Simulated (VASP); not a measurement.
The system is MgS.

```
Mg S
1.0
     0.00000    2.78586    2.83087
     2.78586    0.00000    2.83087
     2.78586    2.78586    0.00000
Mg S
1 1
Direct
  0.00000 0.00000 0.00000
  0.75000 0.75000 0.75000
```

This cell differs from its parent crystal: biaxial xy strain -1.6%.

Base run:

```yaml
Program: VASP 6.6.1
Functional: r2SCAN
Potentials_or_basis: VASP PAW PBE potentials, release 64 (Mg, S)
Cutoff: 520 eV
k_mesh: 8 × 8 × 8
Occupations: gaussian, width 0.01 eV
Spin: no spin polarisation
```

Its results: band gap on the k mesh 4.27 eV (least direct gap 4.29 eV); pressure 1.8 GPa.

Q: The run is repeated on the same cell with these changes: functional from r2SCAN to PBE; occupations from gaussian, width 0.01 eV to fermi-dirac, width 0.02 eV. What comes out?

A: Band gap on the k mesh 3.60 eV; pressure 3.0 GPa.

Caveats: the PAW data sets were made with another functional, which shifts forces and pressure a little (at least some runs).

A k mesh can miss the band edges.
